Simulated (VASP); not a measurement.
# Mo3H in VASP: a series of runs, part 2 of 2

VASP 6.6.1.

## 3. Single point, PBE

This run uses another cell than the first one: it holds 8 atoms, not 4.

The input, INCAR:

```
SYSTEM = Mo3H
  ALGO = Normal
  EDIFF = 1E-6
  ENCUT = 520
  GGA = PE
  ISIF = 2
  ISMEAR = 0
  LASPH = .TRUE.
  LCHARG = .TRUE.
  LELF = .TRUE.
  LREAL = .FALSE.
  LVHAR = .TRUE.
  LWAVE = .FALSE.
  NBANDS = 53
  NELM = 60
  PREC = Accurate
  SIGMA = 0.1
```

The input, KPOINTS:

```
k-points
0
G
  6 6 4
  0 0 0
```

The input, POSCAR:

```
Mo3H
1.0
   -3.2040017908      0.0014445754     -0.0009295920
    0.0011182997      0.0004058935     -4.1932807105
   -0.0049434834     -8.3524655694      0.0011495759
H Mo
2 6
Direct
   -0.3746167007      1.0010485249      1.0000584369
   -0.3743329500      0.9993198772      0.5000987227
    1.1248309820      0.5001786532      0.7502244802
    1.1250630661      0.5004441114      0.2502353145
    0.6249611845      0.4986338201      0.5002045021
    0.6248241462      0.4998513611      0.0001410055
    0.6250637736      0.0001552891      0.7494859104
    0.6242064983      0.0003683628      0.2495516277
```

Potentials or basis: VASP PAW PBE potentials, release 64 (H, Mo_sv).

The run is started by

```bash
cat potpaw_PBE.64/H/POTCAR potpaw_PBE.64/Mo_sv/POTCAR > POTCAR
mpirun -np 1 vasp_std > vasp.out
```

OUTCAR:

```text
SYSTEM = Mo3H
   EDIFF = 1E-6
   ENCUT = 520
   GGA = PE
   ISIF = 2
   ISMEAR = 0
   LASPH = .TRUE.
   LREAL = .FALSE.
   NELM = 60
   PREC = Accurate

 ion  position               nearest neighbor table
   1  0.625  0.001  0.000-   8 2.08   6 2.09   7 2.09   6 2.10
   2  0.626  0.999  0.500-   7 2.08   8 2.09   5 2.09   5 2.10
   3  0.125  0.500  0.750-   6 2.63   6 2.63   5 2.63   5 2.63   7 2.64   7 2.64   7 2.64   7 2.64

   4  0.125  0.500  0.250-   5 2.63   5 2.63   6 2.63   6 2.63   8 2.64   8 2.64   8 2.64   8 2.64

   5  0.625  0.499  0.500-   2 2.09   2 2.10   4 2.63   4 2.63   3 2.63   3 2.63   7 2.95   8 2.96
                             7 2.96   8 2.97
   6  0.625  0.500  0.000-   1 2.09   1 2.10   3 2.63   3 2.63   4 2.63   4 2.63   8 2.95   8 2.96
                             7 2.96   7 2.96
   7  0.625  0.000  0.749-   2 2.08   1 2.09   3 2.64   3 2.64   3 2.64   3 2.64   5 2.95   5 2.96
                             6 2.96   6 2.96
   8  0.624  0.000  0.250-   1 2.08   2 2.09   4 2.64   4 2.64   4 2.64   4 2.64   6 2.95   6 2.96
                             5 2.96   5 2.97

  LATTYP: Found a triclinic cell.
 ALAT       =     9.3450991922
 B/A-ratio  =     0.4487144323
 C/A-ratio  =     0.3428537446
 COS(alpha) =     0.0000234898
[... 205 lines left out ...]
      2     -50.9496      2.00000
      3     -50.8787      2.00000
      4     -50.8246      2.00000
      5     -50.5558      2.00000
      6     -50.5064      2.00000
[... 1333 lines left out ...]
     52      12.3908      0.00000
     53      12.6722      0.00000

 [... further k-points ...]

------------------------ aborting loop because EDIFF is reached ----------------------------------------

  FORCE on cell =-STRESS in cart. coord.  units (eV):
  Direction    XX          YY          ZZ          XY          YZ          ZX
  --------------------------------------------------------------------------------------
  -------------------------------------------------------------------------------------
  Total        0.2080702      0.3364665      0.3317433     -0.0101873      0.0069918     -0.0015117
  in kB        2.9707015      4.8038662      4.7364315     -0.1454475      0.0998247     -0.0215825
  external PRESSURE =       4.1703331 kB  Pullay stress =       0.0000000 kB

 VOLUME and BASIS-vectors are now :
 -----------------------------------------------------------------------------
  energy-cutoff  :      520.00
  volume of cell :      112.22
      direct lattice vectors                 reciprocal lattice vectors
    -3.204001791  0.001444575 -0.000929592    -0.312109581  0.000184713 -0.000083218
     0.001118300  0.000405894 -4.193280710     0.000069176 -0.000032863 -0.238476745
    -0.004943483 -8.352465569  0.001149576    -0.000053977 -0.119725097 -0.000011603

 POSITION                                       TOTAL-FORCE (eV/Angst)
 -----------------------------------------------------------------------------------
     -2.00373      0.00042     -0.00498         0.001634      0.000113      0.003015
     -2.00599     -4.17575     -4.19044         0.002519      0.001023     -0.000465
     -0.40311     -6.26584     -2.09664        -0.001807      0.002398     -0.000130
     -0.40138     -2.08970     -2.09833         0.005803      0.003026      0.001961
     -2.00429     -4.17684     -2.09092         0.001790      0.005470     -0.009042
     -2.00138     -0.00007     -2.09660        -0.000428     -0.001878     -0.003978
     -2.00641     -6.25915     -0.00037         0.001368     -0.006255      0.004174
     -2.00119     -2.08347     -0.00184        -0.010881     -0.003898      0.004465
 -----------------------------------------------------------------------------------
    total drift:                               -0.000108      0.000032     -0.000006

  FREE ENERGIE OF THE ION-ELECTRON SYSTEM (eV)
  ---------------------------------------------------
  free  energy   TOTEN  =       -67.6744598638 eV

  energy  without entropy=      -67.6346411107  energy(sigma->0) =      -67.65455049
```

OSZICAR:

```text
N       E                     dE             d eps       ncg     rms          rms(c)
DAV:   1     0.108274004779E+04    0.10827E+04   -0.54048E+04  8288   0.168E+03
DAV:   2    -0.281563321084E+02   -0.11109E+04   -0.10872E+04  8673   0.532E+02
DAV:   3    -0.705643639506E+02   -0.42408E+02   -0.40919E+02 10621   0.953E+01
DAV:   4    -0.716067721757E+02   -0.10424E+01   -0.10261E+01  9648   0.120E+01
DAV:   5    -0.716329356448E+02   -0.26163E-01   -0.26081E-01 10187   0.172E+00    0.337E+01
DAV:   6    -0.687192856306E+02    0.29137E+01   -0.17177E+01  9991   0.214E+01    0.134E+01
DAV:   7    -0.693958987884E+02   -0.67661E+00   -0.20106E+01  9259   0.190E+01    0.114E+01
DAV:   8    -0.676735850383E+02    0.17223E+01   -0.87480E+00  9327   0.127E+01    0.200E+00
DAV:   9    -0.676913118937E+02   -0.17727E-01   -0.42818E-01  9993   0.343E+00    0.134E+00
DAV:  10    -0.676798990303E+02    0.11413E-01   -0.15933E-01 10212   0.212E+00    0.934E-01
DAV:  11    -0.676748812997E+02    0.50177E-02   -0.25911E-02 10807   0.920E-01    0.233E-01
DAV:  12    -0.676745007869E+02    0.38051E-03   -0.29962E-03 10215   0.338E-01    0.658E-02
DAV:  13    -0.676744750666E+02    0.25720E-04   -0.75680E-04 10396   0.149E-01    0.485E-02
DAV:  14    -0.676744683402E+02    0.67264E-05   -0.34030E-04 10476   0.903E-02    0.380E-02
DAV:  15    -0.676744585917E+02    0.97485E-05   -0.97732E-05 10188   0.578E-02    0.143E-02
DAV:  16    -0.676744602755E+02   -0.16837E-05   -0.95298E-06  8298   0.177E-02    0.709E-03
DAV:  17    -0.676744598638E+02    0.41163E-06   -0.38566E-06  7079   0.120E-02
   1 F= -.67674460E+02 E0= -.67654550E+02  d E =-.398188E-01
```

Wall time 7.6 min (1 thread of Intel Xeon 8259CL, shared host); peak memory 0.42 GiB.

Results:

* Free energy: -67.6745 eV
* Pressure: 0.4 GPa
* Largest force: 0.012 eV/Å
* Band gap on the k mesh: zero (bands 43 and 44 overlap by 1.93 eV)

Forces in eV/Å, atoms in the order of the input:
```
H    0.002  0.000  0.003
H    0.003  0.001  0.000
Mo  -0.002  0.002  0.000
Mo   0.006  0.003  0.002
Mo   0.002  0.005 -0.009
Mo   0.000 -0.002 -0.004
Mo   0.001 -0.006  0.004
Mo  -0.011 -0.004  0.004
```

Stress tensor (GPa, compression positive):
```
 0.30 -0.01  0.00
-0.01  0.48  0.01
 0.00  0.01  0.47
```
